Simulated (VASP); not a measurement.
# LiSi2 (I4/mmm) in VASP: notebook

The runs below take LiSi2 through single point, with PBE.

All numbers are computed with VASP 6.6.1; they aren't measurements. Logs are shortened: lines on timing, memory, paths and dates and some standing lists are left out, and cuts for length are marked.

**1. The cell of the first run**

The structure is tetragonal, space group I4/mmm (No. 139). Conventional cell: a = 3.986 Å, b = 3.986 Å, c = 5.615 Å, α = 90.00°, β = 90.00°, γ = 90.00°. Within 3.2 Å of Li (site symmetry 4/mmm) lie 8 Si at 2.44 Å. Within 3.2 Å of Si (site symmetry -4m2) lie 4 Li at 2.44 Å and 6 Si at 2.81 to 2.82 Å.

**2. Single point, PBE**

INCAR reads:

```
SYSTEM = LiSi2
  ALGO = Normal
  EDIFF = 1E-7
  ENCUT = 520
  GGA = PE
  ISIF = 2
  ISMEAR = 0
  LASPH = .TRUE.
  LCHARG = .FALSE.
  LREAL = .FALSE.
  LWAVE = .FALSE.
  NBANDS = 20
  NELM = 60
  PREC = Accurate
  SIGMA = 0.1
```

KPOINTS reads:

```
k-points
0
G
  8 8 4
  0 0 0
```

POSCAR reads:

```
LiSi2
1.0
   -1.9930377131      1.9930377131      2.8076063170
   -1.9930377131     -1.9930377131      2.8076063170
    3.9860754263      0.0000000000      5.6152126340
Li Si
2 4
Direct
    1.0000000000      1.0000000000      0.0000000000
    0.5000000000      0.5000000000      0.5000000000
    0.6250000000      0.6250000000      0.1250000000
    0.1250000000      0.1250000000      0.6250000000
    0.8750000000      0.8750000000      0.3750000000
    0.3750000000      0.3750000000      0.8750000000
```

Potentials or basis: VASP PAW PBE potentials, release 64 (Li_sv, Si).

Launch:

```console
cat potpaw_PBE.64/Li_sv/POTCAR potpaw_PBE.64/Si/POTCAR > POTCAR
mpirun -np 1 vasp_std > vasp.out
```

OUTCAR:

```text
SYSTEM = LiSi2
   EDIFF = 1E-7
   ENCUT = 520
   GGA = PE
   ISIF = 2
   ISMEAR = 0
   LASPH = .TRUE.
   LREAL = .FALSE.
   NELM = 60
   PREC = Accurate

 ion  position               nearest neighbor table
   1  0.000  0.000  0.000-   3 2.44   3 2.44   6 2.44   6 2.44   3 2.44   6 2.44   5 2.44   4 2.44

   2  0.500  0.500  0.500-   4 2.44   4 2.44   5 2.44   5 2.44   4 2.44   5 2.44   3 2.44   6 2.44

   3  0.625  0.625  0.125-   1 2.44   1 2.44   1 2.44   2 2.44   5 2.81   6 2.81   6 2.82   5 2.82
                             6 2.82   5 2.82
   4  0.125  0.125  0.625-   2 2.44   2 2.44   2 2.44   1 2.44   5 2.81   6 2.81   5 2.82   6 2.82
                             5 2.82   6 2.82
   5  0.875  0.875  0.375-   2 2.44   2 2.44   2 2.44   1 2.44   3 2.81   4 2.81   3 2.82   3 2.82
                             4 2.82   4 2.82
   6  0.375  0.375  0.875-   1 2.44   1 2.44   1 2.44   2 2.44   3 2.81   4 2.81   4 2.82   4 2.82
                             3 2.82   3 2.82

  LATTYP: Found a base centered monoclinic cell.
 ALAT       =     6.8861752975
 B/A-ratio  =     0.5788518668
 C/A-ratio  =     1.0000000000
 COS(beta)  =    -0.3298610326

  Lattice vectors:

 A1 = (   1.9930377131,  -1.9930377131,  -2.8076063170)
 A2 = (   1.9930377131,   1.9930377131,  -2.8076063170)
 A3 = (   3.9860754263,   0.0000000000,   5.6152126340)

Analysis of symmetry for initial positions (statically):
=====================================================================
 Subroutine PRICEL returns following result:

  LATTYP: Found a body centered tetragonal cell.
 ALAT       =     3.9860754262
 C/A-ratio  =     1.4087070699

  Lattice vectors:

 A1 = (   1.9930377131,   1.9930377131,  -2.8076063170)
 A2 = (  -1.9930377131,  -1.9930377131,  -2.8076063170)
 A3 = (  -1.9930377131,   1.9930377131,   2.8076063170)

   2 primitive cells build up your supercell.

 Routine SETGRP: Setting up the symmetry group for a
 base centered monoclinic supercell.

 Subroutine GETGRP returns: Found  4 space group operations
 (whereof  4 operations were pure point group operations)
 out of a pool of  4 trial point group operations.

The static configuration has the point symmetry C_2h.

Analysis of symmetry for dynamics (positions and initial velocities):
=====================================================================
 Subroutine PRICEL returns following result:

  LATTYP: Found a body centered tetragonal cell.
 ALAT       =     3.9860754262
 C/A-ratio  =     1.4087070699

  Lattice vectors:

 A1 = (   1.9930377131,   1.9930377131,  -2.8076063170)
 A2 = (  -1.9930377131,  -1.9930377131,  -2.8076063170)
 A3 = (  -1.9930377131,   1.9930377131,   2.8076063170)

   2 primitive cells build up your supercell.

 Routine SETGRP: Setting up the symmetry group for a
 base centered monoclinic supercell.

 Subroutine GETGRP returns: Found  4 space group operations
 (whereof  4 operations were pure point group operations)
 out of a pool of  4 trial point group operations.

The dynamic configuration has the point symmetry C_2h.

 Subroutine INISYM returns: Found  4 space group operations
 (whereof  4 operations are pure point group operations),
 and found     2 'primitive' translations

----------------------------------------------------------------------------------------

                                     Primitive cell

  volume of cell :      44.6095

  direct lattice vectors                    reciprocal lattice vectors
     1.993037713  1.993037713 -2.807606317     0.000000000  0.250873326 -0.178087646
    -1.993037713 -1.993037713 -2.807606317    -0.250873326  0.000000000 -0.178087646
    -1.993037713  1.993037713  2.807606317    -0.250873326  0.250873326  0.000000000

  length of vectors
     3.978322747  3.978322747  3.978322747     0.307656684  0.307656684  0.354788460

  position of ions in fractional coordinates (direct lattice)
     0.000000000  0.000000000  0.000000000
     0.250000000  0.750000000  0.500000000
     0.750000000  0.250000000  0.500000000

  ion indices of the primitive-cell ions
   primitive index   ion index
                 1           1
                 2           4
                 3           5

----------------------------------------------------------------------------------------

 KPOINTS: k-points

Automatic generation of k-mesh.
 Grid dimensions read from file:
 generate k-points for:    8    8    4

 Generating k-lattice:

  Cartesian coordinates                     Fractional coordinates (reciprocal lattice)
    -0.015679583  0.031359166  0.011130478     0.125000000  0.000000000  0.000000000
    -0.015679583 -0.031359166  0.011130478     0.000000000  0.125000000  0.000000000
     0.031359166  0.000000000  0.022260956     0.000000000  0.000000000  0.250000000

  Length of vectors
     0.036784972  0.036784972  0.038457086

  Shift w.r.t. Gamma in fractional coordinates (k-lattice)
     0.000000000  0.000000000  0.000000000

 Subroutine IBZKPT returns following result:
 ===========================================

 Found     78 irreducible k-points:

 Following reciprocal coordinates:
            Coordinates               Weight
  0.000000  0.000000  0.000000      1.000000
  0.125000 -0.000000  0.000000      4.000000
  0.250000 -0.000000  0.000000      4.000000
  0.375000  0.000000  0.000000      4.000000
  0.500000 -0.000000  0.000000      2.000000
  0.125000  0.125000  0.000000      2.000000
[... 16 lines left out ...]
  0.125000  0.000000  0.250000      4.000000
  0.250000 -0.000000  0.250000      4.000000
 [... further k-points ...]
   k-points           NKPTS =     78   k-points in BZ     NKDIM =     78   number of bands    NBANDS=     20
   number of dos      NEDOS =    301   number of ions     NIONS =      6
   total plane-waves  NPLWV =  48600
   dimension x,y,z NGX =    30 NGY =   30 NGZ =   54
   dimension x,y,z NGXF=    60 NGYF=   60 NGZF=  108
   ions per type =               2   4
   NGX,Y,Z   is equivalent  to a cutoff of  12.54, 12.54, 13.04 a.u.
   NGXF,Y,Z  is equivalent  to a cutoff of  25.07, 25.07, 26.07 a.u.
 SYSTEM =  LiSi2
   PREC   = accura    normal or accurate (medium, high low for compatibility)
   ISTART =      0    job   : 0-new  1-cont  2-samecut
   ICHARG =      2    charge: 1-file 2-atom 10-const
   ISPIN  =      1    spin polarized calculation?
   LNONCOLLINEAR =      F non collinear calculations
   LSORBIT =      F    spin-orbit coupling
   LASPH  =      T    aspherical Exc in radial PAW
   ENCUT  =  520.0 eV  38.22 Ry    6.18 a.u.   7.40  7.40 12.80*2*pi/ulx,y,z
   NELM   =     60;   NELMIN=  2; NELMDL= -5     # of ELM steps
   EDIFF  = 0.1E-06   stopping-criterion for ELM
   LREAL  =      F    real-space projection
   EDIFFG = 0.1E-05   stopping-criterion for IOM
   NSW    =      0    number of steps for IOM
   IBRION =     -1    ionic relax: 0-MD 1-quasi-New 2-CG
   NFREE  =      0    steps in history (QN), initial steepest desc. (CG)
   ISIF   =      2    stress and relaxation
   ISYM   =      2    0-nonsym 1-usesym 2-fastsym
   POTIM  = 0.5000    time-step for ionic-motion
   TEBEG  =    0.0;   TEEND  =   0.0 temperature during run
   PSTRESS=    0.0 pullay stress
   NELECT =      22.0000    total number of electrons
   NUPDOWN=      -1.0000    fix difference up-down
   EMIN   =  10.00;   EMAX   =-10.00  energy-range for DOS
   EFERMI =   0.00;   METHOD = LEGACY
   ISMEAR =     0;   SIGMA  =   0.10  broadening in eV -4-tet -1-fermi 0-gaus
   EFERMI_NEDOS =   21; number of points for ismear=-14 and -15
   IALGO  =     38    algorithm
   IMIX   =      4    mixing-type and parameters
     AMIX     =   0.40;   BMIX     =  1.00
     AMIX_MAG =   1.60;   BMIX_MAG =  1.00
  volume/ion in A,a.u.               =      14.87       100.35
  Fermi-wavevector in a.u.,A,eV,Ry     =   1.026589  1.939972 14.338978  1.053885
  Thomas-Fermi vector in A             =   2.160490
   LORBIT       =      0    0 simple, 1 ext, 2 COOP (PROOUT), +10 PAW based schemes
   GGA     = PE    functional components
   LHFCALC =     F    Hartree Fock is set to
   AEXX    =    0.0000 exact exchange contribution
   IVDW    =     0    specifies the selected vdW correction
   LEPSILON=     F    determine dielectric tensor
   LRPA    =     F    only Hartree local field effects (RPA)
 non-spin polarized calculation
 Gauss-broadening in eV      SIGMA  =   0.10
  energy-cutoff  :      520.00
  volume of cell :       89.22
 maximum number of plane-waves:      2437
 NGX is ok and might be reduce to    30

 number of electron      21.9999995 magnetization

 Free energy of the ion-electron system (eV)
  ---------------------------------------------------
  ext. energy  EPLUGINS =         0.00000000
  ---------------------------------------------------
  free energy    TOTEN  =       -23.92724784 eV

  energy without entropy =      -23.91774030  energy(sigma->0) =      -23.92249407

 E-fermi :   6.4639     XC(G=0): -10.0368

 val. band max:        6.4636767331   @ k =   0.2500   0.0000   0.5000
 cond. band min:       6.4723545537   @ k =  -0.2500   0.3750   0.2500
 fundamental gap:      0.0086778206
 Fermi energy:         6.4639444603

 k-point     1 :       0.0000    0.0000    0.0000
  band No.  band energies     occupation
      1     -38.9234      2.00000
      2     -38.9217      2.00000
      3      -4.8498      2.00000
      4      -2.0821      2.00000
      5      -1.6860      2.00000
      6       5.8997      2.00000
[... 12 lines left out ...]
     19      11.6961      0.00000
     20      11.6974      0.00000

 k-point     2 :       0.1250   -0.0000    0.0000
  band No.  band energies     occupation
      1     -38.9231      2.00000
      2     -38.9216      2.00000
      3      -4.6810      2.00000
      4      -2.0393      2.00000
      5      -1.4622      2.00000
      6       4.2329      2.00000
[... 12 lines left out ...]
     19      10.4177      0.00000
     20      11.5903      0.00000
[... 465 lines left out ...]
      3      -4.5567      2.00000
      4      -2.8615      2.00000
      5      -0.3995      2.00000
      6       3.4685      2.00000
[... 12 lines left out ...]
     19      10.6192      0.00000
     20      11.0748      0.00000

 k-point    24 :       0.2500   -0.0000    0.2500
  band No.  band energies     occupation
      1     -38.9225      2.00000
      2     -38.9215      2.00000
      3      -4.1101      2.00000
      4      -2.3003      2.00000
      5      -0.2918      2.00000
      6       1.7329      2.00000
[... 12 lines left out ...]
     19      11.7847      0.00000
     20      11.7950      0.00000

 [... further k-points ...]
[... 5 lines left out ...]
  --------------------------------------------------------------------------------------
  -------------------------------------------------------------------------------------
  Total       -0.2585888      0.2918702      0.0320946      0.0000000      0.0000000      0.0238529
  in kB       -4.6436877      5.2413498      0.5763495      0.0000000      0.0000000      0.4283454
  external PRESSURE =       0.3913372 kB  Pullay stress =       0.0000000 kB

 VOLUME and BASIS-vectors are now :
 -----------------------------------------------------------------------------
  energy-cutoff  :      520.00
  volume of cell :       89.22
      direct lattice vectors                 reciprocal lattice vectors
    -1.993037713  1.993037713  2.807606317    -0.125436663  0.250873326  0.089043823
    -1.993037713 -1.993037713  2.807606317    -0.125436663 -0.250873326  0.089043823
     3.986075426  0.000000000  5.615212634     0.125436663  0.000000000  0.089043823

 POSITION                                       TOTAL-FORCE (eV/Angst)
 -----------------------------------------------------------------------------------
      0.00000      0.00000      0.00000         0.000000     -0.000000     -0.000000
      0.00000      0.00000      5.61521         0.000000      0.000000     -0.000000
     -1.99304      0.00000      4.21141        -0.016454     -0.000000     -0.023649
      1.99304      0.00000      4.21141        -0.016454     -0.000000     -0.023649
     -1.99304      0.00000      7.01902         0.016454     -0.000000      0.023649
      1.99304      0.00000      7.01902         0.016454     -0.000000      0.023649
 -----------------------------------------------------------------------------------
    total drift:                                0.000000      0.000000      0.000000

  FREE ENERGIE OF THE ION-ELECTRON SYSTEM (eV)
  ---------------------------------------------------
  free  energy   TOTEN  =       -23.9272478429 eV

  energy  without entropy=      -23.9177403021  energy(sigma->0) =      -23.92249407
```

It took 3.2 min on 1 thread of Intel Xeon 8259CL, shared host; peak memory 0.27 GiB.

Results:

| Property | Result |
| --- | --- |
| Free energy | -23.9272 eV |
| Largest force | 0.029 eV/Å |
| Band gap on the k mesh | zero (bands 11 and 12 overlap by 2.58 eV) |

Forces on the atoms (eV/Å):
```
Li   0.000  0.000  0.000
Li   0.000  0.000  0.000
Si  -0.016  0.000 -0.024
Si  -0.016  0.000 -0.024
Si   0.016  0.000  0.024
Si   0.016  0.000  0.024
```

Caveat: the cutoff is under 1.25 times the usual one of these potentials, so pressure, stress and relaxed cells hold a basis-set (Pulay) error.

**3. Single point, PBE**

This run uses another cell than the first one: it holds 3 atoms, not 6.

INCAR reads:

```
SYSTEM = LiSi2
  PREC = Accurate
  ENCUT = 520
  EDIFF = 1E-6
  ISMEAR = 0
  SIGMA = 0.1
  LREAL = .False.
  LASPH = .True.
  NELM = 60
  ALGO = Normal
  ISIF = 2
  LWAVE = .False.
  LCHARG = .False.
  GGA = PE
  NBANDS = 12
```

KPOINTS reads:

```
Automatic mesh
0
Gamma
  16 16 16
  0 0 0
```

POSCAR reads:

```
LiSi2
1.0
   -1.9930377131      1.9930377131      2.8076063170
    1.9930377131     -1.9930377131      2.8076063170
    1.9930377131      1.9930377131     -2.8076063170
Li Si
1 2
Direct
    0.0000000000      0.0000000000      0.0000000000
    0.7500000000      0.2500000000      0.5000000000
    0.2500000000      0.7500000000      0.5000000000
```

Potentials or basis: VASP PAW PBE potentials, release 64 (Li_sv, Si).

Launch:

```console
cat potpaw_PBE.64/Li_sv/POTCAR potpaw_PBE.64/Si/POTCAR > POTCAR
mpirun -np 1 vasp_std > vasp.out
```

Run time: 3.4 min. Hardware: 1 thread of Intel Xeon 8259CL, shared host; peak memory 0.29 GiB.

Results (log left out):

```yaml
Free_energy: -11.9711 eV
Band_gap_on_the_k_mesh: zero (an odd number of electrons rules out a gap without spin polarisation)
```

Levels at points of the mesh, in eV from the Fermi level:
| k point | band 4 | band 5 | band 6 | band 7 | band 8 | band 9 |
| --- | --- | --- | --- | --- | --- | --- |
| (0.00, 0.00, 0.00) | -0.42 | -0.37 | -0.37 | 2.71 | 2.71 | 2.75 |
| (0.50, 0.00, 0.00) | -0.55 | -0.53 | 0.28 | 0.30 | 2.34 | 2.51 |
| (0.50, 0.50, 0.00) | -4.72 | -3.29 | -3.25 | 2.47 | 7.20 | 7.33 |
| (0.50, 0.50, 0.50) | -4.78 | -3.29 | -3.29 | 2.46 | 7.24 | 7.24 |

Caveat: the cutoff is under 1.25 times the usual one of these potentials, so pressure, stress and relaxed cells hold a basis-set (Pulay) error; an odd number of electrons without spin polarisation forces a metal; a magnetic or distorted state may lie lower.
